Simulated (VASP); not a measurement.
Wanted: the native input for a VASP 6.6.1 run.

| Quantity | Value |
| --- | --- |
| Task | relaxation of cell and atoms |
| Functional | PBE |
| Potentials or basis | VASP PAW PBE potentials, release 64 (Ca_sv, Ti_sv, N) |
| Cutoff | 600 eV |
| k mesh | 12 × 12 × 4 |
| Occupations | gaussian, width 0.1 eV |
| Spin | no spin polarisation |
| Dipole correction | no |
| Further INCAR settings | ALGO = Normal; EDIFF = 1e-07; IBRION = 2; EDIFFG = -0.01; NSW = 100; ISIF = 3 |

The structure of Ca2Ti2N lies in POSCAR:

```
Ca2Ti2N
1.0
    3.2872378883      0.0000000000      0.0000000000
   -1.6436189442      2.8468315196      0.0000000000
    0.0000000000      0.0000000000     11.0867622839
Ca Ti N
2 2 1
Direct
    0.3333333333      0.6666666667      0.8512228435
    0.6666666667      0.3333333333      0.1487771565
    0.3333333333      0.6666666667      0.4108174511
    0.6666666667      0.3333333333      0.5891825489
    0.0000000000      0.0000000000      0.5000000000
```

The cell was generated, and may not be a known phase.

One way to write it, as run:

INCAR

```
  PREC = Accurate
  ENCUT = 600
  EDIFF = 1E-7
  ISMEAR = 0
  SIGMA = 0.1
  LREAL = False
  LASPH = True
  NELM = 60
  ALGO = Normal
  ISIF = 3
  LWAVE = False
  LCHARG = False
  GGA = PE
  IBRION = 2
  NSW = 100
  EDIFFG = -0.01
```

KPOINTS

```
Automatic mesh
0
Gamma
  12 12 4
```

Potentials or basis: VASP PAW PBE potentials, release 64 (Ca_sv, Ti_sv, N).

Run with:

```sh
$ cat potpaw_PBE.64/Ca_sv/POTCAR potpaw_PBE.64/Ti_sv/POTCAR potpaw_PBE.64/N/POTCAR > POTCAR
$ mpirun -np 1 vasp_std > vasp.out
```

It gave:

```yaml
Relaxed_volume: 20.79 Å³/atom
Relaxed_cell: a = 3.291 Å, b = 3.291 Å, c = 11.083 Å, α = 90.00°, β = 90.00°, γ = 120.00°
Space_group_after_relaxing_to_0.1_Å: P-3m1 (No. 164)
Energy_gained_by_relaxing: 0.1 meV/atom
Ionic_steps: 6
Pressure_after_relaxing: 0.0 GPa
Band_gap_on_the_k_mesh: zero (an odd number of electrons rules out a gap without spin polarisation)
```

It took 24 min on 1 thread of Intel Xeon 8259CL, on a shared host, peak memory 0.44 GiB.
